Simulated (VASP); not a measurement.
InPd, 4 atoms in the cell. The structure is monoclinic, space group C2/c (No. 15). The conventional cell has a = 5.620 Å, b = 4.107 Å, c = 6.154 Å, α = 90.00°, β = 99.54°, γ = 90.00°. In (site symmetry -1) has 4 Pd at 2.34 to 2.35 Å within 3.1 Å. Within 3.1 Å of Pd (site symmetry 2) lie 4 In at 2.34 to 2.35 Å. 

* Program: VASP 6.6.1
* Task: single point
* Functional: PBE
* Potentials or basis: VASP PAW PBE potentials, release 64 (In_d, Pd)
* Cutoff: 520 eV
* k mesh: 6 × 6 × 4
* Occupations: gaussian, width 0.1 eV
* Spin: no spin polarisation
* Dipole correction: no
* Further INCAR settings: ALGO = Normal; EDIFF = 1e-06; NBANDS = 31

Potentials or basis: VASP PAW PBE potentials, release 64 (In_d, Pd).

The run is started by

```bash
$ cat potpaw_PBE.64/In_d/POTCAR potpaw_PBE.64/Pd/POTCAR > POTCAR
$ mpirun -np 1 vasp_std > vasp.out
```

Hardware: 1 thread of Intel(R) Xeon(R) 6975P-C (Granite Rapids) (shared host).

Task: How long does it take, and how much memory?

Result: Wall time 38 s on 1 thread of Intel(R) Xeon(R) 6975P-C (Granite Rapids), on a shared host, peak memory 0.23 GiB. Counts: scf iterations 12, k points 47.
